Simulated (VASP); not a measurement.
A run of VASP 6.6.1:

INCAR

```
SYSTEM = PbS
PREC = Accurate
ENCUT = 500
EDIFF = 1E-6
ISMEAR = 0
SIGMA = 0.01
LREAL = .False.
LASPH = .True.
NELM = 120
ALGO = Normal
ISIF = 2
LWAVE = .False.
LCHARG = .False.
GGA = PE
NBANDS = 17
GGA_COMPAT = .False.
```

File KPOINTS:

```
regular mesh
0
Gamma
  6 6 6
  0 0 0
```

Contents of POSCAR:

```
PbS
1.0
    0.0000000000      2.8634001424      2.8634001424
    2.8634001424      0.0000000000      2.8634001424
    2.8634001424      2.8634001424      0.0000000000
Pb S
1 1
Direct
    0.0000000000      0.0000000000      0.0000000000
    0.5000000000      0.5000000000      0.5000000000
```

Potentials or basis: VASP PAW PBE potentials, release 64 (Pb_d, S).

Run with:

```console
$ cat potpaw_PBE.64/Pb_d/POTCAR potpaw_PBE.64/S/POTCAR > POTCAR
$ mpirun -np 1 vasp_std > vasp.out
```

Hardware: 1 thread of AMD EPYC 9R45 96-Core Processor (Zen 5) (shared host).

Estimate the wall time of this run.

Wall time 6.9 s on 1 thread of AMD EPYC 9R45 96-Core Processor (Zen 5), with other jobs on the host, peak memory 0.14 GiB. Counts: scf iterations 12, k points 16.
